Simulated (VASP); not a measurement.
# TaF (P-6m2) in VASP: relaxation of cell and atoms with PBE

Aim: the relaxation of cell and atoms of TaF with PBE.

All numbers are computed with VASP 6.6.1; they aren't measurements. Logs are shortened: lines on timing, memory, paths and dates and some standing lists are left out, and cuts for length are marked.

### Step 1. The cell of the first run

It takes space group P-6m2 (No. 187, hexagonal). Conventional cell: a = 3.079 Å, b = 3.079 Å, c = 3.003 Å, α = 90.00°, β = 90.00°, γ = 120.00°. Ta (site symmetry -6m2) has 6 F at 2.33 Å and 8 Ta at 3.00 to 3.08 Å within 3.1 Å. F (site symmetry -6m2) has 6 Ta at 2.33 Å and 8 F at 3.00 to 3.08 Å within 3.1 Å.

### Step 2. Relaxation of cell and atoms, PBE

INCAR

```
PREC = Accurate ; ENCUT = 700
EDIFF = 1E-7 ; ISMEAR = 0
SIGMA = 0.1 ; LREAL = False
LASPH = True ; NELM = 120
ALGO = Normal ; ISIF = 3
LWAVE = False ; LCHARG = False
GGA = PE ; IBRION = 2
NSW = 90 ; EDIFFG = -0.04
GGA_COMPAT = False ; NELMIN = 4
```

KPOINTS

```
Automatic mesh
0
Gamma
  6 6 6
```

POSCAR

```
TaF
1.0
    3.0786830728      0.0000000000      0.0000000000
   -1.5393415364      2.6662177513      0.0000000000
    0.0000000000      0.0000000000      3.0027892091
Ta F
1 1
Direct
    0.0000000000      0.0000000000      0.0000000000
    0.6666666667      0.3333333333      0.5000000000
```

Potentials or basis: VASP PAW PBE potentials, release 64 (Ta_sv_GW, F).

Run with:

```
cat potpaw_PBE.64/Ta_sv_GW/POTCAR potpaw_PBE.64/F/POTCAR > POTCAR
mpirun -np 1 vasp_std > vasp.out
```

OUTCAR:

```text
PREC = Accurate
   ENCUT = 700
   EDIFF = 1E-7
   ISMEAR = 0
   LREAL = False
   LASPH = True
   NELM = 120
   ISIF = 3
   GGA = PE
   IBRION = 2
   NSW = 90
   EDIFFG = -0.04
   NELMIN = 4

 ion  position               nearest neighbor table
   1  0.000  0.000  0.000-   2 2.33   2 2.33   2 2.33   2 2.33   2 2.33   2 2.33
   2  0.667  0.333  0.500-   1 2.33   1 2.33   1 2.33   1 2.33   1 2.33   1 2.33

  LATTYP: Found a hexagonal cell.
 ALAT       =     3.0786830728
 C/A-ratio  =     0.9753485949

  Lattice vectors:

 A1 = (   3.0786830728,   0.0000000000,   0.0000000000)
 A2 = (  -1.5393415364,   2.6662177513,   0.0000000000)
 A3 = (   0.0000000000,   0.0000000000,   3.0027892091)

Analysis of symmetry for initial positions (statically):
=====================================================================
 Subroutine PRICEL returns:
 Original cell was already a primitive cell.

 Routine SETGRP: Setting up the symmetry group for a
 hexagonal supercell.

 Subroutine GETGRP returns: Found 12 space group operations
 (whereof 12 operations were pure point group operations)
 out of a pool of 24 trial point group operations.

The static configuration has the point symmetry D_3h.

Analysis of symmetry for dynamics (positions and initial velocities):
=====================================================================
 Subroutine PRICEL returns:
 Original cell was already a primitive cell.

 Routine SETGRP: Setting up the symmetry group for a
 hexagonal supercell.

 Subroutine GETGRP returns: Found 12 space group operations
 (whereof 12 operations were pure point group operations)
 out of a pool of 24 trial point group operations.

The dynamic configuration has the point symmetry D_3h.

 Subroutine INISYM returns: Found 12 space group operations
 (whereof 12 operations are pure point group operations),
 and found     1 'primitive' translations

----------------------------------------------------------------------------------------

                                     Primitive cell

  volume of cell :      24.6482

  direct lattice vectors                    reciprocal lattice vectors
     3.078683073  0.000000000  0.000000000     0.324814207  0.187531570  0.000000000
    -1.539341536  2.666217751  0.000000000     0.000000000  0.375063139  0.000000000
     0.000000000  0.000000000  3.002789209     0.000000000  0.000000000  0.333023709

  length of vectors
     3.078683073  3.078683073  3.002789209     0.375063139  0.375063139  0.333023709

  position of ions in fractional coordinates (direct lattice)
     0.000000000  0.000000000  0.000000000
     0.666666667  0.333333333  0.500000000

  ion indices of the primitive-cell ions
   primitive index   ion index
                 1           1
                 2           2

----------------------------------------------------------------------------------------

 KPOINTS: Automatic mesh

Automatic generation of k-mesh.
 Grid dimensions read from file:
 generate k-points for:    6    6    6

 Generating k-lattice:

  Cartesian coordinates                     Fractional coordinates (reciprocal lattice)
     0.054135701  0.031255262  0.000000000     0.166666667 -0.000000000  0.000000000
     0.000000000  0.062510523  0.000000000     0.000000000  0.166666667  0.000000000
     0.000000000  0.000000000  0.055503952     0.000000000  0.000000000  0.166666667

  Length of vectors
     0.062510523  0.062510523  0.055503952

  Shift w.r.t. Gamma in fractional coordinates (k-lattice)
     0.000000000  0.000000000  0.000000000

 Subroutine IBZKPT returns following result:
 ===========================================

 Found     28 irreducible k-points:

 Following reciprocal coordinates:
            Coordinates               Weight
  0.000000  0.000000  0.000000      1.000000
  0.166667 -0.000000  0.000000      6.000000
  0.333333  0.000000  0.000000      6.000000
  0.500000 -0.000000  0.000000      3.000000
  0.166667  0.166667  0.000000      6.000000
  0.333333  0.166667  0.000000     12.000000
[... 16 lines left out ...]
  0.166667 -0.000000  0.500000      6.000000
  0.333333  0.000000  0.500000      6.000000
 [... further k-points ...]
   k-points           NKPTS =     28   k-points in BZ     NKDIM =     28   number of bands    NBANDS=     14
   number of dos      NEDOS =    301   number of ions     NIONS =      2
   total plane-waves  NPLWV =  21952
   dimension x,y,z NGX =    28 NGY =   28 NGZ =   28
   dimension x,y,z NGXF=    56 NGYF=   56 NGZF=   56
   ions per type =               1   1
   NGX,Y,Z   is equivalent  to a cutoff of  15.12, 15.12, 15.50 a.u.
   NGXF,Y,Z  is equivalent  to a cutoff of  30.24, 30.24, 31.00 a.u.
 SYSTEM =  unknown system
   PREC   = accura    normal or accurate (medium, high low for compatibility)
   ISTART =      0    job   : 0-new  1-cont  2-samecut
   ICHARG =      2    charge: 1-file 2-atom 10-const
   ISPIN  =      1    spin polarized calculation?
   LNONCOLLINEAR =      F non collinear calculations
   LSORBIT =      F    spin-orbit coupling
   LASPH  =      T    aspherical Exc in radial PAW
   ENCUT  =  700.0 eV  51.45 Ry    7.17 a.u.   6.64  6.64  6.48*2*pi/ulx,y,z
   NELM   =    120;   NELMIN=  4; NELMDL= -5     # of ELM steps
   EDIFF  = 0.1E-06   stopping-criterion for ELM
   LREAL  =      F    real-space projection
   EDIFFG = -.4E-01   stopping-criterion for IOM
   NSW    =     90    number of steps for IOM
   IBRION =      2    ionic relax: 0-MD 1-quasi-New 2-CG
   NFREE  =      1    steps in history (QN), initial steepest desc. (CG)
   ISIF   =      3    stress and relaxation
   ISYM   =      2    0-nonsym 1-usesym 2-fastsym
   POTIM  = 0.5000    time-step for ionic-motion
   TEBEG  =    0.0;   TEEND  =   0.0 temperature during run
   PSTRESS=    0.0 pullay stress
   NELECT =      20.0000    total number of electrons
   NUPDOWN=      -1.0000    fix difference up-down
   EMIN   =  10.00;   EMAX   =-10.00  energy-range for DOS
   EFERMI =   0.00;   METHOD = LEGACY
   ISMEAR =     0;   SIGMA  =   0.10  broadening in eV -4-tet -1-fermi 0-gaus
   EFERMI_NEDOS =   21; number of points for ismear=-14 and -15
   IALGO  =     38    algorithm
   IMIX   =      4    mixing-type and parameters
     AMIX     =   0.40;   BMIX     =  1.00
     AMIX_MAG =   1.60;   BMIX_MAG =  1.00
  volume/ion in A,a.u.               =      12.32        83.17
  Fermi-wavevector in a.u.,A,eV,Ry     =   1.526944  2.885505 31.722758  2.331557
  Thomas-Fermi vector in A             =   2.634908
   LORBIT       =      0    0 simple, 1 ext, 2 COOP (PROOUT), +10 PAW based schemes
   GGA     = PE    functional components
   LHFCALC =     F    Hartree Fock is set to
   AEXX    =    0.0000 exact exchange contribution
   IVDW    =     0    specifies the selected vdW correction
   LEPSILON=     F    determine dielectric tensor
   LRPA    =     F    only Hartree local field effects (RPA)
 conjugate gradient relaxation of ions
 non-spin polarized calculation
 Gauss-broadening in eV      SIGMA  =   0.10
  energy-cutoff  :      700.00
  volume of cell :       24.65
 maximum number of plane-waves:      1068
 NGX is ok and might be reduce to    28
   NGX = 13   NGY = 13   NGZ = 13

--------------------------------------- Ionic step        1  -------------------------------------------

 number of electron      20.0000001 magnetization

 Free energy of the ion-electron system (eV)
  ---------------------------------------------------
  ext. energy  EPLUGINS =         0.00000000
  ---------------------------------------------------
  free energy    TOTEN  =       -15.87883001 eV

  energy without entropy =      -15.86757508  energy(sigma->0) =      -15.87320255

 E-fermi :  11.2432     XC(G=0): -12.7982

 val. band max:       11.2162104522   @ k =   0.1667   0.1667   0.3333
 cond. band min:      11.3214372317   @ k =   0.3333   0.1667   0.3333
 fundamental gap:      0.1052267795
 Fermi energy:        11.2432472281

 k-point     1 :       0.0000    0.0000    0.0000
  band No.  band energies     occupation
      1     -57.8222      2.00000
      2     -24.1491      2.00000
      3     -23.9996      2.00000
      4     -23.9996      2.00000
      5     -16.9271      2.00000
      6       2.0807      2.00000
      7       2.0807      2.00000
      8       2.1670      2.00000
      9       6.2289      2.00000
     10       7.9739      2.00000
     11      11.7484      0.00000
     12      11.7484      0.00000
     13      14.1792      0.00000
     14      14.1792      0.00000
[... 375 lines left out ...]
 k-point    24 :       0.3333    0.0000    0.5000
  band No.  band energies     occupation
      1     -57.7634      2.00000
      2     -24.6812      2.00000
      3     -24.4008      2.00000
      4     -24.0514      2.00000
      5     -16.4524      2.00000
      6       0.4384      2.00000
      7       1.4059      2.00000
      8       1.6958      2.00000
      9       8.9056      2.00000
     10      10.7624      2.00000
     11      13.4872      0.00000
     12      13.4978      0.00000
     13      13.6064      0.00000
     14      17.8109      0.00000

 [... further k-points ...]
[... 5 lines left out ...]
  --------------------------------------------------------------------------------------
  -------------------------------------------------------------------------------------
  Total        3.8212532      3.8212532      4.4482103      0.0000000      0.0000000     -0.0000000
  in kB      248.3881937    248.3881937    289.1415130      0.0000000      0.0000000     -0.0000000
  external PRESSURE =     261.9726335 kB  Pullay stress =       0.0000000 kB
[... 89 lines left out ...]
  FREE ENERGIE OF THE ION-ELECTRON SYSTEM (eV)
  ---------------------------------------------------
  free  energy   TOTEN  =       -16.1523415156 eV

  energy  without entropy=      -16.1354035098  energy(sigma->0) =      -16.14387251

[... ionic steps 4 to 12 ...]

--------------------------------------- Ionic step       13  -------------------------------------------

 number of electron      19.9999989 magnetization

------------------------ aborting loop because EDIFF is reached ----------------------------------------

  FORCE on cell =-STRESS in cart. coord.  units (eV):
  Direction    XX          YY          ZZ          XY          YZ          ZX
  --------------------------------------------------------------------------------------
  -------------------------------------------------------------------------------------
  Total        0.6690140      0.6690140      0.4166506     -0.0000000      0.0000000     -0.0000000
  in kB       40.1762041     40.1762041     25.0210630     -0.0000000      0.0000000     -0.0000000
  external PRESSURE =      35.1244904 kB  Pullay stress =       0.0000000 kB
[... 57 lines left out ...]
  energy  without entropy=      -17.1840395981  energy(sigma->0) =      -17.18579745

--------------------------------------- Ionic step       15  -------------------------------------------

 number of electron      19.9999988 magnetization

 Free energy of the ion-electron system (eV)
  ---------------------------------------------------
  ext. energy  EPLUGINS =         0.00000000
  ---------------------------------------------------
  free energy    TOTEN  =       -17.20847421 eV

  energy without entropy =      -17.20489866  energy(sigma->0) =      -17.20668643

 E-fermi :   8.8455     XC(G=0): -12.0531

 val. band max:        8.8165928787   @ k =   0.0000   0.0000   0.1667
 cond. band min:       8.9777588648   @ k =   0.1667   0.1667   0.3333
 fundamental gap:      0.1611659861
 Fermi energy:         8.8454877153

 k-point     1 :       0.0000    0.0000    0.0000
  band No.  band energies     occupation
      1     -59.5824      2.00000
      2     -26.4517      2.00000
      3     -25.1302      2.00000
      4     -25.1302      2.00000
      5     -16.5215      2.00000
      6       1.4634      2.00000
      7       2.6497      2.00000
      8       3.5627      2.00000
      9       3.5627      2.00000
     10       8.4178      2.00000
     11       9.3861      0.00000
     12       9.3861      0.00000
     13      12.8638      0.00000
     14      12.8638      0.00000
[... 375 lines left out ...]
 k-point    24 :       0.3333    0.0000    0.5000
  band No.  band energies     occupation
      1     -59.4718      2.00000
      2     -26.3005      2.00000
      3     -26.2853      2.00000
      4     -25.3950      2.00000
      5     -16.0575      2.00000
      6       1.1250      2.00000
      7       1.5826      2.00000
      8       3.1187      2.00000
      9       5.5618      2.00000
     10       8.0621      2.00000
     11       9.9505      0.00000
     12      11.7415      0.00000
     13      12.2237      0.00000
     14      13.4469      0.00000

 [... further k-points ...]
[... 5 lines left out ...]
  --------------------------------------------------------------------------------------
  -------------------------------------------------------------------------------------
  Total       -0.0112739     -0.0112739     -0.0157942      0.0000000      0.0000000     -0.0000000
  in kB       -0.6624836     -0.6624836     -0.9281040      0.0000000      0.0000000     -0.0000000
  external PRESSURE =      -0.7510238 kB  Pullay stress =       0.0000000 kB
[... 17 lines left out ...]
  FREE ENERGIE OF THE ION-ELECTRON SYSTEM (eV)
  ---------------------------------------------------
  free  energy   TOTEN  =       -17.2084742070 eV

  energy  without entropy=      -17.2048986624  energy(sigma->0) =      -17.20668643

 reached required accuracy - stopping structural energy minimisation
```

It took 2.1 min on 1 thread of AMD EPYC 9R45 (Zen 5), shared host; peak memory 0.15 GiB.

Results:

* Free energy: -17.2085 eV
* Relaxed volume: 13.63 Å³/atom
* Relaxed cell: a = 2.770 Å, b = 2.770 Å, c = 4.103 Å, α = 90.00°, β = 90.00°, γ = 120.00°
* Space group after relaxing (to 0.1 Å): P-6m2 (No. 187)
* Energy gained by relaxing: 664.8 meV/atom
* Ionic steps: 15
* Pressure after relaxing: -0.1 GPa
* Band gap on the k mesh: zero (bands 10 and 11 overlap by 0.83 eV)

Step by step:
| step | energy change (eV) | largest force (eV/Å) | pressure (GPa) | volume (Å³) |
| --- | --- | --- | --- | --- |
| 1 | 0.0000 | 0.0000 | 26.20 | 24.65 |
| 2 | -0.0762 | 0.0000 | -13.71 | 32.56 |
| 3 | -0.2735 | 0.0000 | -0.42 | 28.50 |
| 4 | -0.2736 | 0.0000 | -0.04 | 28.42 |
| 5 | -0.2803 | 0.0000 | -0.11 | 28.42 |
| 6 | -0.3220 | 0.0000 | -0.27 | 28.39 |
| 7 | -0.4759 | 0.0000 | -0.26 | 28.25 |
| 8 | -1.0039 | 0.0000 | -1.03 | 27.68 |
| 9 | -0.8627 | 0.0000 | 15.44 | 25.56 |
| 10 | -1.2802 | 0.0000 | 0.75 | 27.08 |
| 11 | -1.2729 | 0.0000 | 6.45 | 26.35 |
| 12 | -1.3245 | 0.0000 | 3.13 | 26.74 |
| 13 | -1.3232 | 0.0000 | 3.51 | 26.68 |
| 14 | -1.3087 | 0.0000 | -5.73 | 28.35 |
| 15 | -1.3296 | 0.0000 | -0.08 | 27.27 |

Final structure:
```xyz
2
Lattice="2.7699 0.0000 0.0000 -1.3850 2.3988 0.0000 0.0000 0.0000 4.1034" Properties=species:S:1:pos:R:3 pbc="T T T"
Ta    0.0000    0.0000    0.0000
F     1.3850    0.7996    2.0517
```

Caveat: the k points lie up to 0.44 Å⁻¹ apart in the final cell, too coarse for converged energies and pressures of a metal; a cell axis changed by over 15 % at a fixed basis, so the end point is rough; spin-orbit coupling is left out, which moves the levels of the heavy elements.

The gap in the log of VASP goes by the Fermi energy; the results here count the filled bands.